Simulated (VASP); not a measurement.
# Ga (R-3m) in VASP: further runs, part 3 of 3

VASP 6.6.1.

## (5) Electric field gradients, r2SCAN (shortest bond scaled by 0.64)

File POSCAR:

```
Ga
1.0
    0.0000000000      2.8744485395      2.8744485395
    2.8744485395      0.0000000000      2.8744485395
    2.8744485395      2.8744485395      0.0000000000
Ga
2
Direct
   -0.2600000000     -0.0800000000     -0.0800000000
    0.2600000000      0.0800000000      0.0800000000
```

File INCAR.step1:

```
PREC = Accurate
ENCUT = 520
ISMEAR = -1
SIGMA = 0.05
LREAL = F
LASPH = T
NELM = 80
NBANDS = 20
GGA = PE
ALGO = Normal
EDIFF = 1E-4
LWAVE = T
LCHARG = F
```

File INCAR.step2:

```
PREC = Accurate
ENCUT = 520
EDIFF = 1E-8
ISMEAR = -1
SIGMA = 0.05
LREAL = F
LASPH = T
NELM = 80
ALGO = Normal
ISIF = 2
LWAVE = F
LCHARG = F
METAGGA = R2SCAN
LMIXTAU = T
LEFG = T
NBANDS = 20
ISTART = 1
```

File KPOINTS:

```
regular mesh
0
Gamma
  9 9 9
```

Potentials or basis: VASP PAW PBE potentials, release 64 (Ga_d).

On the command line:

```bash
$ cat potpaw_PBE.64/Ga_d/POTCAR > POTCAR
$ cp INCAR.step1 INCAR
$ mpirun -np 1 vasp_std > vasp.out
$ cp INCAR.step2 INCAR
$ mpirun -np 1 vasp_std > vasp.out
```

OUTCAR:

```text
PREC = Accurate
   ENCUT = 520
   EDIFF = 1E-8
   ISMEAR = -1
   LREAL = F
   LASPH = T
   NELM = 80
   ISIF = 2
   METAGGA = R2SCAN
   ISTART = 1

 ion  position               nearest neighbor table
   1  0.740  0.920  0.920-   2 1.59   2 2.91   2 2.91   2 2.91
   2  0.260  0.080  0.080-   1 1.59   1 2.91   1 2.91   1 2.91

  LATTYP: Found a face centered cubic cell.
 ALAT       =     5.7488970790

  Lattice vectors:

 A1 = (   0.0000000000,   2.8744485395,   2.8744485395)
 A2 = (   2.8744485395,   0.0000000000,   2.8744485395)
 A3 = (   2.8744485395,   2.8744485395,   0.0000000000)

Analysis of symmetry for initial positions (statically):
=====================================================================
 Subroutine PRICEL returns:
 Original cell was already a primitive cell.

 Routine SETGRP: Setting up the symmetry group for a
 face centered cubic supercell.

 Subroutine GETGRP returns: Found 12 space group operations
 (whereof  4 operations were pure point group operations)
 out of a pool of 48 trial point group operations.

The static configuration has the point symmetry C_2h.
 The point group associated with its full space group is D_3d.

Analysis of symmetry for dynamics (positions and initial velocities):
=====================================================================
 Subroutine PRICEL returns:
 Original cell was already a primitive cell.

 Routine SETGRP: Setting up the symmetry group for a
 face centered cubic supercell.

 Subroutine GETGRP returns: Found 12 space group operations
 (whereof  4 operations were pure point group operations)
 out of a pool of 48 trial point group operations.

The dynamic configuration has the point symmetry C_2h.
 The point group associated with its full space group is D_3d.

[... 149 lines left out ...]
 fundamental gap:      0.0146322040
 Fermi energy:         2.9460059029

 k-point     1 :       0.0000    0.0000    0.0000
  band No.  band energies     occupation
      1     -16.2031      2.00000
      2     -15.1259      2.00000
      3     -15.1259      2.00000
      4     -13.5819      2.00000
      5     -13.5818      2.00000
      6     -13.0551      2.00000
[... 541 lines left out ...]
     19      13.3540      0.00000
     20      14.2020      0.00000

 [... further k-points ...]
[... 5 lines left out ...]
  --------------------------------------------------------------------------------------
  -------------------------------------------------------------------------------------
  Total       15.0163515     15.0163515     15.0163515    -17.3159754     17.3159754    -17.3159754
  in kB      506.5022718    506.5022718    506.5022718   -584.0687002    584.0687002   -584.0687002
  external PRESSURE =     506.5022718 kB  Pullay stress =       0.0000000 kB

 VOLUME and BASIS-vectors are now :
 -----------------------------------------------------------------------------
  energy-cutoff  :      520.00
  volume of cell :       47.50
      direct lattice vectors                 reciprocal lattice vectors
     0.000000000  2.874448539  2.874448539    -0.173946409  0.173946409  0.173946409
     2.874448539  0.000000000  2.874448539     0.173946409 -0.173946409  0.173946409
     2.874448539  2.874448539  0.000000000     0.173946409  0.173946409 -0.173946409

 POSITION                                       TOTAL-FORCE (eV/Angst)
 -----------------------------------------------------------------------------------
      5.28899      4.77158      4.77158       -19.593451     19.593451     19.593451
      0.45991      0.97731      0.97731        19.593451    -19.593451    -19.593451
 -----------------------------------------------------------------------------------
    total drift:                                0.000000      0.000000      0.000000

  FREE ENERGIE OF THE ION-ELECTRON SYSTEM (eV)
  ---------------------------------------------------
  free  energy   TOTEN  =       -13.5472053069 eV

  energy  without entropy=      -13.5364921625  energy(sigma->0) =      -13.54184873

 Electric field gradients (V/A^2)
---------------------------------------------------------------------
 ion       V_xx      V_yy      V_zz      V_xy      V_xz      V_yz
---------------------------------------------------------------------
   1      -0.002     0.001     0.001    76.362    76.362   -76.360
   2      -0.002     0.001     0.001    76.362    76.362   -76.360
---------------------------------------------------------------------

 Electric field gradients after diagonalization (V/A^2)
 (convention: |V_zz| > |V_xx| > |V_yy|)
----------------------------------------------------------------------
 ion       V_xx      V_yy      V_zz     asymmetry (V_yy - V_xx)/ V_zz
----------------------------------------------------------------------
   1      76.362    76.360  -152.723       0.000
   2      76.362    76.360  -152.723       0.000
----------------------------------------------------------------------

           NMR quadrupolar parameters

 Cq : quadrupolar parameter    Cq=e*Q*V_zz/h
 eta: asymmetry parameters     (V_yy - V_xx)/ V_zz
 Q  : nuclear electric quadrupole moment in mb (millibarn)
----------------------------------------------------------------------
 ion       Cq(MHz)       eta       Q (mb)
----------------------------------------------------------------------
   1      -0.369       0.000       1.000
   2      -0.369       0.000       1.000
----------------------------------------------------------------------
```

It took 7 min on 1 thread of AMD EPYC 7R13 (Zen 3), shared host; peak memory 0.17 GiB.

Results:

- Free energy: -13.5472 eV
- Pressure: 50.7 GPa
- Largest force: 33.937 eV/Å
- Band gap on the k mesh: zero (band 13 reaches 5.68 eV, above the bottom of band 14 at 1.75 eV)

Forces in eV/Å, atoms in the order of the input:
```
Ga  -19.593  19.593  19.593
Ga   19.593 -19.593 -19.593
```

Levels at points of the mesh, in eV from the Fermi level:
```csv
k point,band 9,band 10,band 11,band 12,band 13,band 14,band 15,band 16,band 17,band 18
"(0.00, 0.00, 0.00)",-15.67,-15.66,-10.42,1.15,2.73,2.73,3.88,5.37,5.37,8.33
```

Electric field gradients, principal values (V/Å²):
```csv
atom,least,middle,greatest (by size)
1 Ga,76.360,76.362,-152.723
2 Ga,76.360,76.362,-152.723
```

Caveat: the cell differs from its parent crystal (shortest bond scaled by 0.64); without QUAD_EFG the Cq values of the log hold for a quadrupole moment of 1 mb, not for the nuclei; the PAW data sets were made with another functional, which shifts forces and pressure a little.
